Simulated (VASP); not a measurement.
Here is a VASP 6.6.1 calculation.

Contents of INCAR:

```
SYSTEM = Ca
PREC = Accurate
ENCUT = 500
EDIFF = 1E-6
ISMEAR = 1
SIGMA = 0.026
LREAL = .FALSE.
LASPH = .TRUE.
NELM = 120
ALGO = Normal
ISIF = 2
LWAVE = .FALSE.
LCHARG = .FALSE.
GGA = RP
NBANDS = 11
GGA_COMPAT = .FALSE.
```

The input KPOINTS:

```
Automatic mesh
0
G
  2 2 2
  0 0 0
```

The input POSCAR:

```
Ca
1.0
    3.4886563400      0.0000000000      0.0000000000
    0.0000000000      3.4886563400      0.0000000000
    0.0000000000      0.0000000000      3.4886563400
Ca
1
Direct
    0.0000000000      0.0000000000      0.0000000000
```

Potentials or basis: VASP PAW PBE potentials, release 64 (Ca_sv).

Command:

```console
$ cat potpaw_PBE.64/Ca_sv/POTCAR > POTCAR
$ mpirun -np 1 vasp_std > vasp.out
```

Problem. Predict the pressure.

Solution. 2.7 GPa.

Problem. Estimate the band gap on the k mesh.

Solution. Zero (bands 5 and 6 overlap by 1.24 eV).

Caveat: the k points lie up to 0.90 Å⁻¹ apart, too coarse for converged energies and pressures of a metal; the PAW data sets were made with another functional, which shifts forces and pressure a little.
